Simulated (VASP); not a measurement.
# KMgF3 (P4/mmm) in VASP: notebook

The runs below take KMgF3 through single point, with PBE.

Program: VASP 6.6.1. These are calculated values, not measurements. Logs are shortened: lines on timing, memory, paths and dates and some standing lists are left out, and cuts for length are marked.

**1. The cell of the first run**

Symmetry: P4/mmm, No. 123, tetragonal system. Conventional cell: a = 3.826 Å, b = 3.826 Å, c = 3.986 Å, α = 90.00°, β = 90.00°, γ = 90.00°. K (site symmetry 4/mmm) has 12 F at 2.71 to 2.76 Å and 8 Mg at 3.36 Å within 3.6 Å. Within 2.5 Å of Mg (site symmetry 4/mmm) lie 6 F at 1.91 to 1.99 Å. Within 2.5 Å of F (site symmetry mmm) lie 2 Mg at 1.91 Å. Within 2.6 Å of F (site symmetry 4/mmm) lie 2 Mg at 1.99 Å.

**2. Single point, PBE (strain -0.040 along x and y, +0.000 along z)**

INCAR

```
SYSTEM = KMgF3
PREC = Accurate ; ENCUT = 520
EDIFF = 1E-6 ; ISMEAR = 0
SIGMA = 0.05 ; LREAL = .False.
LASPH = .True. ; NELM = 60
ALGO = Normal ; ISIF = 2
LWAVE = .False. ; LCHARG = .False.
GGA = PE ; NBANDS = 24
```

KPOINTS

```
regular mesh
0
Gamma
  6 6 6
  0 0 0
```

POSCAR

```
KMgF3
1.0
    3.8264640000      0.0000000000      0.0000000000
    0.0000000000      3.8264640000      0.0000000000
    0.0000000000      0.0000000000      3.9859000000
K Mg F
1 1 3
Direct
    0.5000000000      0.5000000000      0.5000000000
    0.0000000000      0.0000000000      0.0000000000
    0.5000000000      0.0000000000      0.0000000000
    0.0000000000      0.5000000000      0.0000000000
    0.0000000000      0.0000000000      0.5000000000
```

Potentials or basis: VASP PAW PBE potentials, release 64 (K_sv, Mg, F).

Started as:

```console
> cat potpaw_PBE.64/K_sv/POTCAR potpaw_PBE.64/Mg/POTCAR potpaw_PBE.64/F/POTCAR > POTCAR
> mpirun -np 1 vasp_std > vasp.out
```

OUTCAR:

```text
SYSTEM = KMgF3
   PREC = Accurate
   ENCUT = 520
   EDIFF = 1E-6
   ISMEAR = 0
   LREAL = .False.
   LASPH = .True.
   NELM = 60
   ISIF = 2
   GGA = PE

 ion  position               nearest neighbor table
   1  0.500  0.500  0.500-   5 2.71   5 2.71   5 2.71   5 2.71   4 2.76   3 2.76   4 2.76   3 2.76
                             4 2.76   3 2.76   4 2.76   3 2.76   2 3.36   2 3.36   2 3.36   2 3.36
   2  0.000  0.000  0.000-   3 1.91   4 1.91   4 1.91   3 1.91   5 1.99   5 1.99   1 3.36   1 3.36
                             1 3.36   1 3.36   1 3.36   1 3.36   1 3.36   1 3.36
   3  0.500  0.000  0.000-   2 1.91   2 1.91   1 2.76   1 2.76   1 2.76   1 2.76
   4  0.000  0.500  0.000-   2 1.91   2 1.91   1 2.76   1 2.76   1 2.76   1 2.76
   5  0.000  0.000  0.500-   2 1.99   2 1.99   1 2.71   1 2.71   1 2.71   1 2.71

  LATTYP: Found a simple tetragonal cell.
 ALAT       =     3.8264640000
 C/A-ratio  =     1.0416666667

  Lattice vectors:

 A1 = (   3.8264640000,   0.0000000000,   0.0000000000)
 A2 = (   0.0000000000,   3.8264640000,   0.0000000000)
 A3 = (   0.0000000000,   0.0000000000,   3.9859000000)

Analysis of symmetry for initial positions (statically):
=====================================================================
 Subroutine PRICEL returns:
 Original cell was already a primitive cell.

 Routine SETGRP: Setting up the symmetry group for a
 simple tetragonal supercell.

 Subroutine GETGRP returns: Found 16 space group operations
 (whereof 16 operations were pure point group operations)
 out of a pool of 16 trial point group operations.

The static configuration has the point symmetry D_4h.

Analysis of symmetry for dynamics (positions and initial velocities):
=====================================================================
 Subroutine PRICEL returns:
 Original cell was already a primitive cell.

 Routine SETGRP: Setting up the symmetry group for a
 simple tetragonal supercell.

 Subroutine GETGRP returns: Found 16 space group operations
 (whereof 16 operations were pure point group operations)
 out of a pool of 16 trial point group operations.

The dynamic configuration has the point symmetry D_4h.

 Subroutine INISYM returns: Found 16 space group operations
 (whereof 16 operations are pure point group operations),
 and found     1 'primitive' translations

----------------------------------------------------------------------------------------

                                     Primitive cell

  volume of cell :      58.3609

  direct lattice vectors                    reciprocal lattice vectors
     3.826464000  0.000000000  0.000000000     0.261337883  0.000000000  0.000000000
     0.000000000  3.826464000  0.000000000     0.000000000  0.261337883  0.000000000
     0.000000000  0.000000000  3.985900000     0.000000000  0.000000000  0.250884367

  length of vectors
     3.826464000  3.826464000  3.985900000     0.261337883  0.261337883  0.250884367

  position of ions in fractional coordinates (direct lattice)
     0.500000000  0.500000000  0.500000000
     0.000000000  0.000000000  0.000000000
     0.500000000  0.000000000  0.000000000
     0.000000000  0.500000000  0.000000000
     0.000000000  0.000000000  0.500000000

  ion indices of the primitive-cell ions
   primitive index   ion index
                 1           1
                 2           2
                 3           3
                 4           4
                 5           5

----------------------------------------------------------------------------------------

 KPOINTS: regular mesh

Automatic generation of k-mesh.
 Grid dimensions read from file:
 generate k-points for:    6    6    6

 Generating k-lattice:

  Cartesian coordinates                     Fractional coordinates (reciprocal lattice)
     0.043556314  0.000000000  0.000000000     0.166666667  0.000000000  0.000000000
     0.000000000  0.043556314  0.000000000     0.000000000  0.166666667  0.000000000
     0.000000000  0.000000000  0.041814061     0.000000000  0.000000000  0.166666667

  Length of vectors
     0.043556314  0.043556314  0.041814061

  Shift w.r.t. Gamma in fractional coordinates (k-lattice)
     0.000000000  0.000000000  0.000000000

 Subroutine IBZKPT returns following result:
 ===========================================

 Found     40 irreducible k-points:

 Following reciprocal coordinates:
            Coordinates               Weight
  0.000000  0.000000  0.000000      1.000000
  0.166667  0.000000  0.000000      4.000000
  0.333333  0.000000  0.000000      4.000000
  0.500000  0.000000  0.000000      2.000000
  0.166667  0.166667  0.000000      4.000000
  0.333333  0.166667  0.000000      8.000000
[... 16 lines left out ...]
  0.333333  0.000000  0.333333      8.000000
  0.500000  0.000000  0.333333      4.000000
 [... further k-points ...]
   k-points           NKPTS =     40   k-points in BZ     NKDIM =     40   number of bands    NBANDS=     24
   number of dos      NEDOS =    301   number of ions     NIONS =      5
   total plane-waves  NPLWV =  23520
   dimension x,y,z NGX =    28 NGY =   28 NGZ =   30
   dimension x,y,z NGXF=    56 NGYF=   56 NGZF=   60
   ions per type =               1   1   3
   NGX,Y,Z   is equivalent  to a cutoff of  12.16, 12.16, 12.51 a.u.
   NGXF,Y,Z  is equivalent  to a cutoff of  24.33, 24.33, 25.03 a.u.
 SYSTEM =  KMgF3
   PREC   = accura    normal or accurate (medium, high low for compatibility)
   ISTART =      0    job   : 0-new  1-cont  2-samecut
   ICHARG =      2    charge: 1-file 2-atom 10-const
   ISPIN  =      1    spin polarized calculation?
   LNONCOLLINEAR =      F non collinear calculations
   LSORBIT =      F    spin-orbit coupling
   LASPH  =      T    aspherical Exc in radial PAW
   ENCUT  =  520.0 eV  38.22 Ry    6.18 a.u.   7.11  7.11  7.41*2*pi/ulx,y,z
   NELM   =     60;   NELMIN=  2; NELMDL= -5     # of ELM steps
   EDIFF  = 0.1E-05   stopping-criterion for ELM
   LREAL  =      F    real-space projection
   EDIFFG = 0.1E-04   stopping-criterion for IOM
   NSW    =      0    number of steps for IOM
   IBRION =     -1    ionic relax: 0-MD 1-quasi-New 2-CG
   NFREE  =      0    steps in history (QN), initial steepest desc. (CG)
   ISIF   =      2    stress and relaxation
   ISYM   =      2    0-nonsym 1-usesym 2-fastsym
   POTIM  = 0.5000    time-step for ionic-motion
   TEBEG  =    0.0;   TEEND  =   0.0 temperature during run
   PSTRESS=    0.0 pullay stress
   NELECT =      32.0000    total number of electrons
   NUPDOWN=      -1.0000    fix difference up-down
   EMIN   =  10.00;   EMAX   =-10.00  energy-range for DOS
   EFERMI =   0.00;   METHOD = LEGACY
   ISMEAR =     0;   SIGMA  =   0.05  broadening in eV -4-tet -1-fermi 0-gaus
   EFERMI_NEDOS =   21; number of points for ismear=-14 and -15
   IALGO  =     38    algorithm
   IMIX   =      4    mixing-type and parameters
     AMIX     =   0.40;   BMIX     =  1.00
     AMIX_MAG =   1.60;   BMIX_MAG =  1.00
  volume/ion in A,a.u.               =      11.67        78.77
  Fermi-wavevector in a.u.,A,eV,Ry     =   1.339937  2.532113 24.428312  1.795430
  Thomas-Fermi vector in A             =   2.468289
   LORBIT       =      0    0 simple, 1 ext, 2 COOP (PROOUT), +10 PAW based schemes
   GGA     = PE    functional components
   LHFCALC =     F    Hartree Fock is set to
   AEXX    =    0.0000 exact exchange contribution
   IVDW    =     0    specifies the selected vdW correction
   LEPSILON=     F    determine dielectric tensor
   LRPA    =     F    only Hartree local field effects (RPA)
 non-spin polarized calculation
 Gauss-broadening in eV      SIGMA  =   0.05
  energy-cutoff  :      520.00
  volume of cell :       58.36
 maximum number of plane-waves:      1588
   NGX = 15   NGY = 15   NGZ = 15

 number of electron      31.9999985 magnetization

 Free energy of the ion-electron system (eV)
  ---------------------------------------------------
  ext. energy  EPLUGINS =         0.00000000
  ---------------------------------------------------
  free energy    TOTEN  =       -24.15489607 eV

  energy without entropy =      -24.15489607  energy(sigma->0) =      -24.15489607

 E-fermi :  -0.9241     XC(G=0): -10.0962

 val. band max:       -1.1280852639   @ k =   0.5000   0.5000   0.5000
 cond. band min:       6.7860873934   @ k =   0.0000   0.0000   0.0000
 fundamental gap:      7.9141726572
 Fermi energy:        -0.9240950215

 k-point     1 :       0.0000    0.0000    0.0000
  band No.  band energies     occupation
      1     -26.6691      2.00000
      2     -21.5297      2.00000
      3     -20.7912      2.00000
      4     -20.6792      2.00000
      5     -10.2067      2.00000
      6     -10.1541      2.00000
[... 16 lines left out ...]
     23      13.8599      0.00000
     24      16.2780      0.00000

 k-point     2 :       0.1667    0.0000    0.0000
  band No.  band energies     occupation
      1     -26.6565      2.00000
      2     -21.4914      2.00000
      3     -20.8300      2.00000
      4     -20.6872      2.00000
      5     -10.1847      2.00000
      6     -10.1481      2.00000
[... 16 lines left out ...]
     23      13.8642      0.00000
     24      16.2367      0.00000

 k-point     3 :       0.3333    0.0000    0.0000
  band No.  band energies     occupation
      1     -26.6313      2.00000
      2     -21.3942      2.00000
      3     -20.9401      2.00000
      4     -20.6915      2.00000
      5     -10.1399      2.00000
      6     -10.1363      2.00000
[... 16 lines left out ...]
     23      13.7208      0.00000
     24      16.1434      0.00000
[... 514 lines left out ...]
 k-point    23 :       0.3333    0.0000    0.3333
  band No.  band energies     occupation
      1     -26.6098      2.00000
      2     -21.2980      2.00000
      3     -20.9361      2.00000
      4     -20.7928      2.00000
      5     -10.2219      2.00000
      6     -10.1572      2.00000
[... 16 lines left out ...]
     23      13.9420      0.00000
     24      14.3388      0.00000

 k-point    24 :       0.5000    0.0000    0.3333
  band No.  band energies     occupation
      1     -26.5997      2.00000
      2     -21.1789      2.00000
      3     -21.0463      2.00000
      4     -20.7973      2.00000
      5     -10.2207      2.00000
      6     -10.2028      2.00000
[... 16 lines left out ...]
     23      13.8459      0.00000
     24      14.4066      0.00000

 [... further k-points ...]
[... 5 lines left out ...]
  --------------------------------------------------------------------------------------
  -------------------------------------------------------------------------------------
  Total        4.9454246      4.9454246      2.8315745      0.0000000     -0.0000000      0.0000000
  in kB      135.7664633    135.7664633     77.7350554      0.0000000     -0.0000000      0.0000000
  external PRESSURE =     116.4226607 kB  Pullay stress =       0.0000000 kB

 VOLUME and BASIS-vectors are now :
 -----------------------------------------------------------------------------
  energy-cutoff  :      520.00
  volume of cell :       58.36
      direct lattice vectors                 reciprocal lattice vectors
     3.826464000  0.000000000  0.000000000     0.261337883  0.000000000  0.000000000
     0.000000000  3.826464000  0.000000000     0.000000000  0.261337883  0.000000000
     0.000000000  0.000000000  3.985900000     0.000000000  0.000000000  0.250884367

 POSITION                                       TOTAL-FORCE (eV/Angst)
 -----------------------------------------------------------------------------------
      1.91323      1.91323      1.99295         0.000000      0.000000      0.000000
      0.00000      0.00000      0.00000         0.000000      0.000000      0.000000
      1.91323      0.00000      0.00000         0.000000      0.000000      0.000000
      0.00000      1.91323      0.00000         0.000000      0.000000      0.000000
      0.00000      0.00000      1.99295         0.000000      0.000000      0.000000
 -----------------------------------------------------------------------------------
    total drift:                                0.000000      0.000000     -0.000000

  FREE ENERGIE OF THE ION-ELECTRON SYSTEM (eV)
  ---------------------------------------------------
  free  energy   TOTEN  =       -24.1548960651 eV

  energy  without entropy=      -24.1548960651  energy(sigma->0) =      -24.15489607
```

It took 53 s on 1 thread of Intel Xeon Platinum 8259CL at 2.50GHz (Skylake/Cascade Lake), shared host; peak memory 0.19 GiB.

What came out:

```yaml
Free_energy: -24.1549 eV
Pressure: 11.6 GPa
Band_gap_on_the_k_mesh: 7.91 eV (least direct gap 8.26 eV)
```

Stress tensor (GPa, compression positive):
```
13.58  0.00  0.00
 0.00 13.58  0.00
 0.00  0.00  7.77
```

Caveat: the cell differs from its parent crystal (strain -0.040 along x and y, +0.000 along z); the cell stands under pressure. A k mesh can miss the band edges.

**3. Single point, PBE (strain +0.000 along x and y, -0.040 along z)**

INCAR

```
PREC = Accurate
ENCUT = 520
EDIFF = 1E-7
ISMEAR = 0
SIGMA = 0.05
LREAL = False
LASPH = True
NELM = 80
ALGO = Normal
ISIF = 2
LWAVE = False
LCHARG = True
GGA = PE
LELF = True
LVHAR = True
NBANDS = 24
```

KPOINTS

```
Automatic mesh
0
Gamma
  6 6 6
```

Edit POSCAR of step 2 so:

```diff
@@ -2,5 +2,5 @@
 1.0
-    3.8264640000      0.0000000000      0.0000000000
-    0.0000000000      3.8264640000      0.0000000000
-    0.0000000000      0.0000000000      3.9859000000
+    3.9859000000      0.0000000000      0.0000000000
+    0.0000000000      3.9859000000      0.0000000000
+    0.0000000000      0.0000000000      3.8264640000
 K Mg F
```

Potentials or basis: VASP PAW PBE potentials, release 64 (K_sv, Mg, F).

Started as:

```console
> cat potpaw_PBE.64/K_sv/POTCAR potpaw_PBE.64/Mg/POTCAR potpaw_PBE.64/F/POTCAR > POTCAR
> mpirun -np 1 vasp_std > vasp.out
```

It took 61 s on 1 thread of Intel Xeon Platinum 8259CL at 2.50GHz (Skylake/Cascade Lake), shared host; peak memory 0.2 GiB.

It converged, with:

| Item | Value |
| --- | --- |
| Free energy | -24.3009 eV |
| Pressure | 7.3 GPa |
| Band gap on the k mesh | 7.61 eV (least direct gap 7.93 eV) |

Stress tensor (GPa, compression positive):
```
 5.48  0.00  0.00
 0.00  5.48  0.00
 0.00  0.00 10.87
```

Levels at points of the mesh, in eV from the valence-band top:
```
           k point  band 14  band 15  band 16  band 17  band 18  band 19
(0.00, 0.00, 0.00)    -0.33    -0.33    -0.33     7.61    10.03    10.22
(0.50, 0.00, 0.00)    -0.83    -0.56    -0.56    10.31    10.83    11.12
(0.50, 0.50, 0.00)    -1.02    -1.02    -0.07    11.11    11.73    12.91
(0.00, 0.00, 0.50)    -0.93    -0.57    -0.57    10.48    10.91    11.43
(0.50, 0.00, 0.50)    -0.88    -0.87    -0.03    11.15    11.97    12.88
(0.50, 0.50, 0.50)    -0.04     0.00     0.00    10.58    10.58    10.59
```

Caveat: the cell differs from its parent crystal (strain +0.000 along x and y, -0.040 along z); the cell stands under pressure.
